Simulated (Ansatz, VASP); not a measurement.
## La2O3: VASP beside Ansatz

```
La O
1.0
     3.93078    0.00000    0.00000
    -1.96539    3.40415    0.00000
     0.00000    0.00000    6.11195
La O
2 3
Direct
  0.66667 0.33333 0.75376
  0.33333 0.66667 0.24624
  0.66667 0.33333 0.35411
  0.33333 0.66667 0.64589
  0.00000 0.00000 0.00000
```

Alike in both runs: task relaxation of cell and atoms; functional PBE; k mesh 6 × 6 × 4; occupations gaussian, width 0.02 eV; no spin polarisation.

|  | VASP | Ansatz |
| --- | --- | --- |
| version | VASP 6.6.1 | Ansatz 0.2.0 |
| potentials or method | VASP PAW PBE potentials, release 64 (La, O), cutoff 600 eV | scalar-relativistic, plane waves, PAW |
| valence electrons in the cell | 40 | 40 |

Ansatz gave:

```
gap on the k mesh at the Fermi level, each at its own relaxed structure (eV) : 3.83
relaxed volume (Å³/atom)                                                     : 16.64
relaxed cell length with the largest relative difference (Å)                 : 6.187
```

Problem. Estimate VASP's values.

Solution. gap on the k mesh at the Fermi level, each at its own relaxed structure (eV): 3.86; relaxed volume (Å³/atom): 16.58; relaxed cell length with the largest relative difference (Å): 6.179.

Spin-orbit coupling is off throughout.
